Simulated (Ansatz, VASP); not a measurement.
**One calculation of InSe2, two programs**

```
In Se
1.0
     3.86073    0.00000    0.00000
     0.00000    3.86073    0.00000
     0.00000    0.00000    9.55184
In Se
2 4
Direct
  0.00000 0.50000 0.70409
  0.50000 0.00000 0.29591
  0.00000 0.50000 0.36368
  0.50000 0.00000 0.63632
  0.00000 0.00000 0.00000
  0.50000 0.50000 0.00000
```

Alike in both runs: functional r2SCAN; k mesh 10 × 10 × 4; occupations gaussian, width 0.1 eV; no spin polarisation.

Ansatz relaxed the structure, and its values are those at the end. VASP's run is a single point on that final structure, the one shown.

|  | VASP | Ansatz |
| --- | --- | --- |
| version | VASP 6.6.1 | Ansatz 0.2.0 |
| potentials or method | VASP PAW PBE potentials, release 64 (In_d, Se), cutoff 550 eV | scalar-relativistic, plane waves, PAW |
| valence electrons in the cell | 50 | 90 |

```tsv
	VASP	Ansatz	Ansatz less VASP
gap on the k mesh at the Fermi level (eV)	none	none	-
pressure (GPa)	0.0	0.0	-0.03
```

VASP's potentials were made for PBE, not for r2SCAN. A gap of «none» marks a metal or a gap that the smearing closes. VASP's potentials hold 50 valence electrons a cell and Ansatz's 90, so a difference there can come from the potentials and not from the codes.
